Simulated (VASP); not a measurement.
A run of VASP 6.6.1 is set up as follows.

The input INCAR:

```
ALGO     = Normal         # electronic algorithm
EDIFF    = 1E-6           # SCF threshold, eV
ENCUT    = 520            # plane-wave cutoff, eV
GGA      = RE             # functional
ISIF     = 2              # what is computed and relaxed
ISMEAR   = -1             # smearing method
LASPH    = T              # aspherical terms in the spheres
LCHARG   = T              # write CHGCAR
LELF     = T              # ELF
LREAL    = F              # projectors in reciprocal space
LVHAR    = T            
LWAVE    = F              # write WAVECAR
NBANDS   = 12             # bands
NELM     = 80             # most SCF steps
PREC     = Accurate       # precision mode
SIGMA    = 0.1            # smearing width, eV
```

File KPOINTS:

```
k-points
0
Gamma
  13 13 13
```

POSCAR

```
Zr
1.0
    0.0000000000      2.1829684234      2.1829684234
    2.1829684234      0.0000000000      2.1829684234
    2.1829684234      2.1829684234      0.0000000000
Zr
1
Direct
    0.0000000000      0.0000000000      0.0000000000
```

Potentials or basis: VASP PAW PBE potentials, release 64 (Zr_sv).

Run with:

```bash
$ cat potpaw_PBE.64/Zr_sv/POTCAR > POTCAR
$ mpirun -np 1 vasp_std > vasp.out
```

Q: What does it give for the band gap on the k mesh?

A: Zero (band 6 reaches 11.26 eV, above the bottom of band 7 at 9.63 eV).

Q: Predict the pressure.

A: 13.7 GPa.

Caveat: the PAW data sets were made with another functional, which shifts forces and pressure a little.
